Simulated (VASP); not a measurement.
Write the native input for VASP 6.6.1 that does the following.

| Property | Result |
| --- | --- |
| Task | single point |
| Functional | PBE |
| Potentials or basis | VASP PAW PBE potentials, release 64 (Ge_d, As, N) |
| Cutoff | 520 eV |
| k mesh | 8 × 8 × 8 |
| Occupations | fermi-dirac, width 0.15 eV |
| Spin | no spin polarisation |
| Dipole correction | no |
| Further INCAR settings | ALGO = Fast; EDIFF = 1e-07; NBANDS = 34 |

The structure of Ge3AsN lies in POSCAR:

```
Ge3AsN
1.0
    4.4496594828      0.0000000000      0.0000000000
    0.0000000000      4.4496594828      0.0000000000
    0.0000000000      0.0000000000      4.4496594828
Ge As N
3 1 1
Direct
    0.0000000000      0.5000000000      0.5000000000
    0.5000000000      0.0000000000      0.5000000000
    0.5000000000      0.5000000000      0.0000000000
    0.0000000000      0.0000000000      0.0000000000
    0.5000000000      0.5000000000      0.5000000000
```

The input as run:

INCAR

```
ALGO = Fast
EDIFF = 1E-7
ENCUT = 520
GGA = PE
ISIF = 2
ISMEAR = -1
LASPH = T
LCHARG = F
LREAL = F
LWAVE = F
NBANDS = 34
NELM = 60
PREC = Accurate
SIGMA = 0.15
```

KPOINTS

```
k-points
0
Gamma
  8 8 8
```

Potentials or basis: VASP PAW PBE potentials, release 64 (Ge_d, As, N).

Command:

```sh
$ cat potpaw_PBE.64/Ge_d/POTCAR potpaw_PBE.64/As/POTCAR potpaw_PBE.64/N/POTCAR > POTCAR
$ mpirun -np 1 vasp_std > vasp.out
```

It gave:

- Pressure: 0.0 GPa
- Band gap on the k mesh: zero (bands 26 and 27 overlap by 0.45 eV)

Wall time 3.8 min on 1 thread of Oxide Virtual Turin-like Processor, on a shared host, peak memory 0.23 GiB.
